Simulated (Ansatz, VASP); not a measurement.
**Two plane-wave programs on YN**

```
Y N
1.0
     0.00000    2.40554    2.40554
     2.40554    0.00000    2.40554
     2.40554    2.40554    0.00000
Y N
1 1
Direct
  0.00000 0.00000 0.00000
  0.50000 0.50000 0.50000
```

Change from the starting cell: volume scaled by 0.96, PAW files.

Alike in both runs: task electric field gradients; functional PBE; k mesh 9 × 9 × 9; occupations fermi-dirac, width 0.03 eV; no spin polarisation.

```csv
,VASP,Ansatz
version,VASP 6.6.1,Ansatz 0.2.0
potentials or method,"VASP PAW PBE potentials, release 64 (Y_sv, N)","PAW with Ansatz's default frozen-core files, scalar-relativistic"
plane-wave cutoff (eV),520,420
valence electrons in the cell,16,16
```

```tsv
	VASP	Ansatz	Ansatz less VASP
pressure (GPa)	10.4	10.6	+0.22
```
